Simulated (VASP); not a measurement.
A run of VASP 6.6.1 is set up as follows.

INCAR

```
SYSTEM = LiH
PREC     = Accurate       ! precision mode
ENCUT    = 520            ! plane-wave cutoff, eV
EDIFF    = 1E-6           ! SCF threshold, eV
ISMEAR   = 0              ! smearing method
SIGMA    = 0.01           ! smearing width, eV
LREAL    = .FALSE.        ! projectors in reciprocal space
LASPH    = .TRUE.         ! aspherical terms in the spheres
NELM     = 60             ! most SCF steps
ALGO     = Normal         ! electronic algorithm
ISIF     = 2              ! what is computed and relaxed
LWAVE    = .FALSE.        ! write WAVECAR
LCHARG   = .FALSE.        ! write CHGCAR
GGA      = CA             ! functional
NBANDS   = 9              ! bands
```

Contents of KPOINTS:

```
regular mesh
0
G
  10 10 10
  0 0 0
```

Contents of POSCAR:

```
LiH
1.0
    0.0000000000      1.9984726919      1.9984726919
    1.9984726919      0.0000000000      1.9984726919
    1.9984726919      1.9984726919      0.0000000000
Li H
1 1
Direct
    0.0000000000      0.0000000000      0.0000000000
    0.5000000000      0.5000000000      0.5000000000
```

Potentials or basis: VASP PAW LDA potentials, release 64 (Li_sv, H).

Launch:

```bash
$ cat potpaw_LDA.64/Li_sv/POTCAR potpaw_LDA.64/H/POTCAR > POTCAR
$ mpirun -np 1 vasp_std > vasp.out
```

**Question.** What does it give for the band gap on the k mesh?

**Answer.** 2.60 eV, direct.

 A hybrid or GW would open this gap; LDA tends to underestimate it.
